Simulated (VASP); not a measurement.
# Tc (P6_3/mmc) in VASP: notebook

Tc is run at these levels: PBEsol, RPBE, revPBE, BLYP, r2SCAN; tasks: single point.

Everything below comes from runs of VASP 6.6.1. Logs are shortened: lines on timing, memory, paths and dates and some standing lists are left out, and cuts for length are marked.

**1. The cell of the first run**

It takes space group P6_3/mmc (No. 194, hexagonal). The conventional cell has a = 2.740 Å, b = 2.740 Å, c = 4.398 Å, α = 90.00°, β = 90.00°, γ = 120.00°. Tc (site symmetry -6m2) has 12 Tc at 2.71 to 2.74 Å within 3.6 Å.

**2. Single point, PBEsol**

The input, INCAR:

```
SYSTEM = Tc
  PREC = Accurate
  ENCUT = 520
  EDIFF = 1E-7
  ISMEAR = -1
  SIGMA = 0.05
  LREAL = .FALSE.
  LASPH = .TRUE.
  NELM = 60
  ALGO = Normal
  ISIF = 2
  LWAVE = .FALSE.
  LCHARG = .FALSE.
  GGA = PS
  NBANDS = 20
```

The input, KPOINTS:

```
regular mesh
0
G
  6 6 4
  0 0 0
```

The input, POSCAR:

```
Tc
1.0
    2.7400000000      0.0000000000      0.0000000000
   -1.3700000000      2.3729096064      0.0000000000
    0.0000000000      0.0000000000      4.3980000000
Tc
2
Direct
    0.6666666667      0.3333333333      0.7500000000
    0.3333333333      0.6666666667      0.2500000000
```

Potentials or basis: VASP PAW PBE potentials, release 64 (Tc_pv).

Started as:

```bash
> cat potpaw_PBE.64/Tc_pv/POTCAR > POTCAR
> mpirun -np 1 vasp_std > vasp.out
```

OUTCAR:

```text
SYSTEM = Tc
   PREC = Accurate
   ENCUT = 520
   EDIFF = 1E-7
   ISMEAR = -1
   LREAL = .FALSE.
   LASPH = .TRUE.
   NELM = 60
   ISIF = 2
   GGA = PS

 ion  position               nearest neighbor table
   1  0.667  0.333  0.750-   2 2.71   2 2.71   2 2.71   2 2.71   2 2.71   2 2.71
   2  0.333  0.667  0.250-   1 2.71   1 2.71   1 2.71   1 2.71   1 2.71   1 2.71

  LATTYP: Found a hexagonal cell.
 ALAT       =     2.7400000000
 C/A-ratio  =     1.6051094891

  Lattice vectors:

 A1 = (   2.7400000000,   0.0000000000,   0.0000000000)
 A2 = (  -1.3700000000,   2.3729096064,   0.0000000000)
 A3 = (   0.0000000000,   0.0000000000,   4.3980000000)

Analysis of symmetry for initial positions (statically):
=====================================================================
 Subroutine PRICEL returns:
 Original cell was already a primitive cell.

 Routine SETGRP: Setting up the symmetry group for a
 hexagonal supercell.

 Subroutine GETGRP returns: Found 24 space group operations
 (whereof 12 operations were pure point group operations)
 out of a pool of 24 trial point group operations.

The static configuration has the point symmetry D_3d.
 The point group associated with its full space group is D_6h.

Analysis of symmetry for dynamics (positions and initial velocities):
=====================================================================
 Subroutine PRICEL returns:
 Original cell was already a primitive cell.

 Routine SETGRP: Setting up the symmetry group for a
 hexagonal supercell.

 Subroutine GETGRP returns: Found 24 space group operations
 (whereof 12 operations were pure point group operations)
 out of a pool of 24 trial point group operations.

The dynamic configuration has the point symmetry D_3d.
 The point group associated with its full space group is D_6h.

 Subroutine INISYM returns: Found 24 space group operations
 (whereof 12 operations are pure point group operations),
 and found     1 'primitive' translations

----------------------------------------------------------------------------------------

                                     Primitive cell

  volume of cell :      28.5948

  direct lattice vectors                    reciprocal lattice vectors
     2.740000000  0.000000000  0.000000000     0.364963504  0.210711777  0.000000000
    -1.370000000  2.372909606  0.000000000     0.000000000  0.421423554  0.000000000
     0.000000000  0.000000000  4.398000000     0.000000000  0.000000000  0.227376080

  length of vectors
     2.740000000  2.740000000  4.398000000     0.421423554  0.421423554  0.227376080

  position of ions in fractional coordinates (direct lattice)
     0.666666667  0.333333333  0.750000000
     0.333333333  0.666666667  0.250000000

  ion indices of the primitive-cell ions
   primitive index   ion index
                 1           1
                 2           2

----------------------------------------------------------------------------------------

 KPOINTS: regular mesh

Automatic generation of k-mesh.
 Grid dimensions read from file:
 generate k-points for:    6    6    4

 Generating k-lattice:

  Cartesian coordinates                     Fractional coordinates (reciprocal lattice)
     0.060827251  0.035118630  0.000000000     0.166666667  0.000000000  0.000000000
     0.000000000  0.070237259  0.000000000     0.000000000  0.166666667  0.000000000
     0.000000000  0.000000000  0.056844020     0.000000000  0.000000000  0.250000000

  Length of vectors
     0.070237259  0.070237259  0.056844020

  Shift w.r.t. Gamma in fractional coordinates (k-lattice)
     0.000000000  0.000000000  0.000000000

 Subroutine IBZKPT returns following result:
 ===========================================

 Found     21 irreducible k-points:

 Following reciprocal coordinates:
            Coordinates               Weight
  0.000000  0.000000  0.000000      1.000000
  0.166667 -0.000000  0.000000      6.000000
  0.333333  0.000000  0.000000      6.000000
  0.500000  0.000000  0.000000      3.000000
  0.166667  0.166667  0.000000      6.000000
  0.333333  0.166667  0.000000     12.000000
[... 13 lines left out ...]
  0.333333  0.166667  0.500000     12.000000
  0.333333  0.333333  0.500000      2.000000
   k-points           NKPTS =     21   k-points in BZ     NKDIM =     21   number of bands    NBANDS=     20
   number of dos      NEDOS =    301   number of ions     NIONS =      2
   total plane-waves  NPLWV =  14400
   dimension x,y,z NGX =    20 NGY =   20 NGZ =   36
   dimension x,y,z NGXF=    40 NGYF=   40 NGZF=   72
   ions per type =               2
   NGX,Y,Z   is equivalent  to a cutoff of  12.13, 12.13, 13.61 a.u.
   NGXF,Y,Z  is equivalent  to a cutoff of  24.27, 24.27, 27.22 a.u.
 SYSTEM =  Tc
   PREC   = accura    normal or accurate (medium, high low for compatibility)
   ISTART =      0    job   : 0-new  1-cont  2-samecut
   ICHARG =      2    charge: 1-file 2-atom 10-const
   ISPIN  =      1    spin polarized calculation?
   LNONCOLLINEAR =      F non collinear calculations
   LSORBIT =      F    spin-orbit coupling
   LASPH  =      T    aspherical Exc in radial PAW
   ENCUT  =  520.0 eV  38.22 Ry    6.18 a.u.   5.09  5.09  8.18*2*pi/ulx,y,z
   NELM   =     60;   NELMIN=  2; NELMDL= -5     # of ELM steps
   EDIFF  = 0.1E-06   stopping-criterion for ELM
   LREAL  =      F    real-space projection
   EDIFFG = 0.1E-05   stopping-criterion for IOM
   NSW    =      0    number of steps for IOM
   IBRION =     -1    ionic relax: 0-MD 1-quasi-New 2-CG
   NFREE  =      0    steps in history (QN), initial steepest desc. (CG)
   ISIF   =      2    stress and relaxation
   ISYM   =      2    0-nonsym 1-usesym 2-fastsym
   POTIM  = 0.5000    time-step for ionic-motion
   TEBEG  =    0.0;   TEEND  =   0.0 temperature during run
   PSTRESS=    0.0 pullay stress
   NELECT =      26.0000    total number of electrons
   NUPDOWN=      -1.0000    fix difference up-down
   EMIN   =  10.00;   EMAX   =-10.00  energy-range for DOS
   EFERMI =   0.00;   METHOD = LEGACY
   ISMEAR =    -1;   SIGMA  =   0.05  broadening in eV -4-tet -1-fermi 0-gaus
   EFERMI_NEDOS =   21; number of points for ismear=-14 and -15
   IALGO  =     38    algorithm
   IMIX   =      4    mixing-type and parameters
     AMIX     =   0.40;   BMIX     =  1.00
     AMIX_MAG =   1.60;   BMIX_MAG =  1.00
  volume/ion in A,a.u.               =      14.30        96.48
  Fermi-wavevector in a.u.,A,eV,Ry     =   1.586002  2.997108 34.224109  2.515401
  Thomas-Fermi vector in A             =   2.685380
   LORBIT       =      0    0 simple, 1 ext, 2 COOP (PROOUT), +10 PAW based schemes
   GGA     = PS    functional components
   LHFCALC =     F    Hartree Fock is set to
   AEXX    =    0.0000 exact exchange contribution
   IVDW    =     0    specifies the selected vdW correction
   LEPSILON=     F    determine dielectric tensor
   LRPA    =     F    only Hartree local field effects (RPA)
 non-spin polarized calculation
  energy-cutoff  :      520.00
  volume of cell :       28.59
 maximum number of plane-waves:       785
   NGX = 11   NGY = 11   NGZ = 17

 number of electron      25.9999997 magnetization

 Free energy of the ion-electron system (eV)
  ---------------------------------------------------
  ext. energy  EPLUGINS =         0.00000000
  ---------------------------------------------------
  free energy    TOTEN  =       -22.47621945 eV

  energy without entropy =      -22.45636159  energy(sigma->0) =      -22.46629052

 E-fermi :  12.4813     XC(G=0): -13.9493

 val. band max:       12.4670440299   @ k =   0.3333   0.3333   0.0000
 cond. band min:      12.4950000623   @ k =   0.1667  -0.0000   0.0000
 fundamental gap:      0.0279560324
 Fermi energy:        12.4813375458

 k-point     1 :       0.0000    0.0000    0.0000
  band No.  band energies     occupation
      1     -26.8828      2.00000
      2     -25.7655      2.00000
      3     -25.7655      2.00000
      4     -25.5786      2.00000
      5     -25.5786      2.00000
      6     -25.5425      2.00000
[... 12 lines left out ...]
     19      23.5560      0.00000
     20      26.8198      0.00000

 k-point     2 :       0.1667   -0.0000    0.0000
  band No.  band energies     occupation
      1     -26.7730      2.00000
      2     -26.0058      2.00000
      3     -25.8417      2.00000
      4     -25.8235      2.00000
      5     -25.6138      2.00000
      6     -25.5908      2.00000
[... 12 lines left out ...]
     19      23.3646      0.00000
     20      28.3872      0.00000

 k-point     3 :       0.3333    0.0000    0.0000
  band No.  band energies     occupation
      1     -26.5049      2.00000
      2     -26.4827      2.00000
      3     -26.2804      2.00000
      4     -25.9833      2.00000
      5     -25.7348      2.00000
      6     -25.6920      2.00000
[... 12 lines left out ...]
     19      22.8110      0.00000
     20      24.8456      0.00000

 k-point     4 :       0.5000    0.0000    0.0000
  band No.  band energies     occupation
      1     -26.7176      2.00000
      2     -26.4957      2.00000
      3     -26.3046      2.00000
      4     -26.0505      2.00000
      5     -25.8722      2.00000
      6     -25.7330      2.00000
[... 12 lines left out ...]
     19      23.9896      0.00000
     20      24.8871      0.00000

 k-point     5 :       0.1667    0.1667    0.0000
  band No.  band energies     occupation
      1     -26.5818      2.00000
      2     -26.2604      2.00000
      3     -26.2372      2.00000
      4     -25.9200      2.00000
      5     -25.7421      2.00000
      6     -25.6890      2.00000
[... 12 lines left out ...]
     19      23.1102      0.00000
     20      27.1656      0.00000
[... 284 lines left out ...]
      6     -25.8876      2.00000
[... 12 lines left out ...]
     19      23.8905      0.00000
     20      23.8905      0.00000

 k-point    19 :       0.1667    0.1667    0.5000
  band No.  band energies     occupation
      1     -26.4765      2.00000
      2     -26.4765      2.00000
      3     -25.9403      2.00000
      4     -25.9403      2.00000
      5     -25.8002      2.00000
      6     -25.8002      2.00000
[... 12 lines left out ...]
     19      27.9958      0.00000
     20      27.9958      0.00000

 k-point    20 :       0.3333    0.1667    0.5000
  band No.  band energies     occupation
      1     -26.6889      2.00000
      2     -26.6889      2.00000
      3     -26.0936      2.00000
      4     -26.0936      2.00000
      5     -25.8040      2.00000
      6     -25.8040      2.00000
[... 12 lines left out ...]
     19      25.0717      0.00000
     20      25.0717      0.00000

 k-point    21 :       0.3333    0.3333    0.5000
  band No.  band energies     occupation
      1     -26.6098      2.00000
      2     -26.6098      2.00000
      3     -26.3263      2.00000
      4     -26.3263      2.00000
      5     -25.7798      2.00000
      6     -25.7798      2.00000
[... 12 lines left out ...]
     19      24.2346      0.00000
     20      24.2346      0.00000

------------------------ aborting loop because EDIFF is reached ----------------------------------------

  FORCE on cell =-STRESS in cart. coord.  units (eV):
  Direction    XX          YY          ZZ          XY          YZ          ZX
  --------------------------------------------------------------------------------------
  -------------------------------------------------------------------------------------
  Total       -1.0841887     -1.0841887     -1.2924299     -0.0000000      0.0000000     -0.0000000
  in kB      -60.7475087    -60.7475087    -72.4153424     -0.0000000      0.0000000     -0.0000000
  external PRESSURE =     -64.6367866 kB  Pullay stress =       0.0000000 kB

 VOLUME and BASIS-vectors are now :
 -----------------------------------------------------------------------------
  energy-cutoff  :      520.00
  volume of cell :       28.59
      direct lattice vectors                 reciprocal lattice vectors
     2.740000000  0.000000000  0.000000000     0.364963504  0.210711777  0.000000000
    -1.370000000  2.372909606  0.000000000     0.000000000  0.421423554  0.000000000
     0.000000000  0.000000000  4.398000000     0.000000000  0.000000000  0.227376080

 POSITION                                       TOTAL-FORCE (eV/Angst)
 -----------------------------------------------------------------------------------
      1.37000      0.79097      3.29850        -0.000000      0.000000      0.000000
     -0.00000      1.58194      1.09950         0.000000      0.000000      0.000000
 -----------------------------------------------------------------------------------
    total drift:                               -0.000000      0.000000     -0.000000

  FREE ENERGIE OF THE ION-ELECTRON SYSTEM (eV)
  ---------------------------------------------------
  free  energy   TOTEN  =       -22.4762194516 eV

  energy  without entropy=      -22.4563615894  energy(sigma->0) =      -22.46629052
```

It took 7 s on 1 thread of Intel Xeon 6975P-C (Granite Rapids), shared host; peak memory 0.14 GiB.

Results:

| Property | Result |
| --- | --- |
| Free energy | -22.4762 eV |
| Pressure | -6.5 GPa |
| Band gap on the k mesh | zero (band 13 reaches 14.17 eV, above the bottom of band 14 at 10.83 eV) |

Stress tensor (GPa, compression positive):
```
-6.07  0.00  0.00
 0.00 -6.07  0.00
 0.00  0.00 -7.24
```

Caveat: the k points lie up to 0.44 Å⁻¹ apart; the PAW data sets were made with another functional, which shifts forces and pressure a little.

**3. Single point, RPBE**

The input, INCAR:

```
SYSTEM = Tc
PREC = Accurate
ENCUT = 520
EDIFF = 1E-6
ISMEAR = -1
SIGMA = 0.05
LREAL = .False.
LASPH = .True.
NELM = 60
ALGO = Fast
ISIF = 2
LWAVE = .False.
LCHARG = .False.
GGA = RP
NBANDS = 20
```

The input, KPOINTS:

```
regular mesh
0
Gamma
  6 6 4
  0 0 0
```

POSCAR is that of step 2.

Potentials or basis: VASP PAW PBE potentials, release 64 (Tc_pv).

Started as:

```bash
> cat potpaw_PBE.64/Tc_pv/POTCAR > POTCAR
> mpirun -np 1 vasp_std > vasp.out
```

Run time: 7 s. Hardware: 1 thread of Intel Xeon 6975P-C (Granite Rapids), shared host; peak memory 0.14 GiB.

Results (log left out):

* Free energy: -19.4075 eV
* Pressure: 6.9 GPa
* Band gap on the k mesh: zero (band 13 reaches 14.41 eV, above the bottom of band 14 at 11.05 eV)

Stress tensor (GPa, compression positive):
```
7.35 0.00 0.00
0.00 7.35 0.00
0.00 0.00 6.13
```

Levels at points of the mesh, in eV from the Fermi level:
```csv
k point,band 11,band 12,band 13,band 14,band 15,band 16
"(0.00, 0.00, 0.00)",-1.46,-0.80,-0.80,-0.09,-0.09,1.71
"(0.50, 0.00, 0.00)",-1.11,-0.89,-0.47,2.96,3.34,3.38
"(0.00, 0.00, 0.50)",-1.64,-1.64,-1.64,-1.64,1.89,1.89
"(0.50, 0.00, 0.50)",0.17,0.17,1.46,1.46,3.21,3.21
```

Caveat: the k points lie up to 0.44 Å⁻¹ apart; the PAW data sets were made with another functional, which shifts forces and pressure a little.

**4. Single point, revPBE**

The input, INCAR:

```
ALGO = Normal ; EDIFF = 1E-7
ENCUT = 520 ; GGA = RE
ISIF = 2 ; ISMEAR = -1
LASPH = T ; LCHARG = F
LREAL = F ; LWAVE = F
NBANDS = 20 ; NELM = 80
PREC = Accurate ; SIGMA = 0.05
```

The input, KPOINTS:

```
k-points
0
Gamma
  6 6 4
```

POSCAR is that of step 3.

Started as:

```bash
> cat potpaw_PBE.64/Tc_pv/POTCAR > POTCAR
> mpirun -np 1 vasp_std > vasp.out
```

It took 6.1 s on 1 thread of Intel Xeon 6975P-C (Granite Rapids), shared host; peak memory 0.14 GiB.

Results (log left out):

```yaml
Free_energy: -19.6767 eV
Pressure: 5.8 GPa
Band_gap_on_the_k_mesh: zero (band 13 reaches 14.39 eV, above the bottom of band 14 at 11.03 eV)
```

Stress tensor (GPa, compression positive):
```
6.22 0.00 0.00
0.00 6.22 0.00
0.00 0.00 4.99
```

Levels at points of the mesh, in eV from the Fermi level:
```csv
k point,band 9,band 10,band 11,band 12,band 13,band 14,band 15,band 16,band 17,band 18
"(0.00, 0.00, 0.00)",-1.51,-1.51,-1.46,-0.80,-0.80,-0.09,-0.09,1.71,2.56,2.56
"(0.50, 0.00, 0.00)",-4.55,-1.86,-1.11,-0.89,-0.47,2.96,3.34,3.39,5.34,7.16
"(0.00, 0.00, 0.50)",-1.85,-1.85,-1.64,-1.64,-1.64,-1.64,1.89,1.89,1.89,1.89
"(0.50, 0.00, 0.50)",-3.66,-3.66,0.17,0.17,1.46,1.46,3.21,3.21,4.41,4.41
```

Caveat: the k points lie up to 0.44 Å⁻¹ apart; the PAW data sets were made with another functional, which shifts forces and pressure a little.

**5. Single point, BLYP**

The input, INCAR:

```
SYSTEM = Tc
PREC = Accurate
ENCUT = 520
EDIFF = 1E-6
ISMEAR = -1
SIGMA = 0.05
LREAL = .FALSE.
LASPH = .TRUE.
NELM = 100
ALGO = Fast
ISIF = 2
LWAVE = .FALSE.
LCHARG = .FALSE.
GGA = B5
ALDAX = 1.0
AGGAX = 1.0
AGGAC = 1.0
ALDAC = 0.0
NBANDS = 20
```

The input, KPOINTS:

```
Automatic mesh
0
G
  6 6 4
  0 0 0
```

POSCAR is that of step 4.

Started as:

```bash
> cat potpaw_PBE.64/Tc_pv/POTCAR > POTCAR
> mpirun -np 1 vasp_std > vasp.out
```

It took 14 s on 1 thread of Intel Xeon 6975P-C (Granite Rapids), shared host; peak memory 0.13 GiB.

It converged, with:

```yaml
Free_energy: -17.7808 eV
Pressure: 16.2 GPa
Band_gap_on_the_k_mesh: zero (band 13 reaches 15.03 eV, above the bottom of band 14 at 11.51 eV)
```

Stress tensor (GPa, compression positive):
```
16.97  0.00  0.00
 0.00 16.97  0.00
 0.00  0.00 14.59
```

Levels at points of the mesh, in eV from the Fermi level:
| k point | band 11 | band 12 | band 13 | band 14 | band 15 | band 16 |
| --- | --- | --- | --- | --- | --- | --- |
| (0.00, 0.00, 0.00) | -1.49 | -0.83 | -0.83 | -0.13 | -0.13 | 2.00 |
| (0.50, 0.00, 0.00) | -1.09 | -0.72 | -0.48 | 2.92 | 3.30 | 3.34 |
| (0.00, 0.00, 0.50) | -1.67 | -1.67 | -1.67 | -1.67 | 1.84 | 1.84 |
| (0.50, 0.00, 0.50) | 0.14 | 0.14 | 1.57 | 1.57 | 3.17 | 3.17 |

Caveat: the k points lie up to 0.44 Å⁻¹ apart; the PAW data sets were made with another functional, which shifts forces and pressure a little.

**6. Single point, r2SCAN**

POSCAR is that of step 5.

The input, INCAR.step1:

```
SYSTEM = Tc
  ALGO = Normal
  EDIFF = 1E-4
  ENCUT = 520
  GGA = PE
  ISMEAR = -1
  LASPH = .TRUE.
  LCHARG = .FALSE.
  LREAL = .FALSE.
  LWAVE = .TRUE.
  NBANDS = 20
  NELM = 60
  PREC = Accurate
  SIGMA = 0.05
```

The input, INCAR.step2:

```
SYSTEM = Tc
  ALGO = Normal
  EDIFF = 1E-6
  ENCUT = 520
  ISIF = 2
  ISMEAR = -1
  ISTART = 1
  LASPH = .TRUE.
  LCHARG = .TRUE.
  LELF = .TRUE.
  LMIXTAU = .TRUE.
  LREAL = .FALSE.
  LVHAR = .TRUE.
  LWAVE = .FALSE.
  METAGGA = R2SCAN
  NBANDS = 20
  NELM = 60
  PREC = Accurate
  SIGMA = 0.05
```

The input, KPOINTS:

```
k-points
0
G
  6 6 4
  0 0 0
```

Potentials or basis: VASP PAW PBE potentials, release 64 (Tc_pv).

Started as:

```bash
> cat potpaw_PBE.64/Tc_pv/POTCAR > POTCAR
> cp INCAR.step1 INCAR
> mpirun -np 1 vasp_std > vasp.out
> cp INCAR.step2 INCAR
> mpirun -np 1 vasp_std > vasp.out
```

Wall time 23 s (1 thread of Intel Xeon 6975P-C (Granite Rapids), shared host); peak memory 0.14 GiB.

The run converged. Its results:

```
Free energy            : -51.8931 eV
Pressure               : -0.8 GPa
Band gap on the k mesh : zero (band 13 reaches 14.27 eV, above the bottom of band 14 at 10.84 eV)
```

Stress tensor (GPa, compression positive):
```
-0.88  0.00  0.00
 0.00 -0.88  0.00
 0.00  0.00 -0.68
```

Levels at points of the mesh, in eV from the Fermi level:
| k point | band 11 | band 12 | band 13 | band 14 | band 15 | band 16 |
| --- | --- | --- | --- | --- | --- | --- |
| (0.00, 0.00, 0.00) | -1.53 | -0.83 | -0.83 | -0.07 | -0.07 | 1.68 |
| (0.50, 0.00, 0.00) | -1.18 | -1.00 | -0.50 | 3.10 | 3.51 | 3.54 |
| (0.00, 0.00, 0.50) | -1.71 | -1.71 | -1.71 | -1.71 | 2.00 | 2.00 |
| (0.50, 0.00, 0.50) | 0.20 | 0.20 | 1.47 | 1.47 | 3.37 | 3.37 |

Caveat: the k points lie up to 0.44 Å⁻¹ apart; the PAW data sets were made with another functional, which shifts forces and pressure a little.

**7. Summary**

| level | gap on the mesh (eV) | pressure (GPa) |
| --- | --- | --- |
| PBEsol | none | -6.5 |
| RPBE | none | 6.9 |
| revPBE | none | 5.8 |
| BLYP | none | 16.2 |
| r2SCAN | none | -0.8 |

Alike in all rows: task single point; potentials or basis VASP PAW PBE potentials, release 64 (Tc_pv); no spin polarisation; cell as given; k mesh 6 × 6 × 4; cutoff (eV) 520; smearing fermi-dirac 0.05 eV.

Caveats: all runs use coarse meshes; the PAW data sets were made with another functional, which shifts forces and pressure a little.

Total energies depend on the potentials used, so only differences within one code and one set of settings carry meaning.
